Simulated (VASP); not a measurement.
Runs of VASP 6.6.1 on Ag. The structure is that of space group P6_3/mmc (No. 194), or close to it. The cells are those of the table. This isn't the form of Ag at room conditions, which is fcc.

```tsv
cell	further INCAR settings	gap on the mesh (eV)	pressure (GPa)
a = 2.867, b = 2.867, c = 4.832 Å, angles 90.0, 90.0, 120.0°, 2 atoms	ALGO = Fast; EDIFF = 1e-06; NBANDS = 18	none	(a)
a = 2.867, b = 2.867, c = 4.691 Å, angles 90.0, 90.0, 120.0°, 2 atoms	ALGO = Fast; EDIFF = 1e-06; NBANDS = 18	none	-0.4
a = 2.867, b = 2.867, c = 4.597 Å, angles 90.0, 90.0, 120.0°, 2 atoms	ALGO = Fast; EDIFF = 1e-06; NBANDS = 18	none	2.2
a = 2.867, b = 2.867, c = 4.644 Å, angles 90.0, 90.0, 120.0°, 2 atoms	ALGO = Fast; EDIFF = 1e-07; NBANDS = 18	none	(b)
a = 2.867, b = 2.867, c = 4.785 Å, angles 90.0, 90.0, 120.0°, 2 atoms	ALGO = Fast; EDIFF = 1e-06; NBANDS = 18	none	-2.5
a = 2.867, b = 2.867, c = 4.550 Å, angles 90.0, 90.0, 120.0°, 2 atoms	ALGO = Fast; EDIFF = 1e-07; NBANDS = 18	none	3.7
a = 2.867, b = 2.867, c = 4.738 Å, angles 90.0, 90.0, 120.0°, 2 atoms	ALGO = Fast; EDIFF = 1e-07; NBANDS = 18	none	-1.4
```

Alike in all rows: task single point; level PBEsol; potentials or basis VASP PAW PBE potentials, release 64 (Ag); no spin polarisation; k mesh 24 × 24 × 12; cutoff (eV) 520; smearing gaussian 0.1 eV.

Q: Fill in the values left out.

A: (a) -3.4; (b) 0.9.

Caveats: the PAW data sets were made with another functional, which shifts forces and pressure a little; the cell stands under tension (at least some runs); the cell stands under pressure (at least some runs).

A k mesh can miss the band edges, and the runs leave out spin-orbit coupling on Ag.

A gap of «none» marks levels without a gap at the run's occupations.
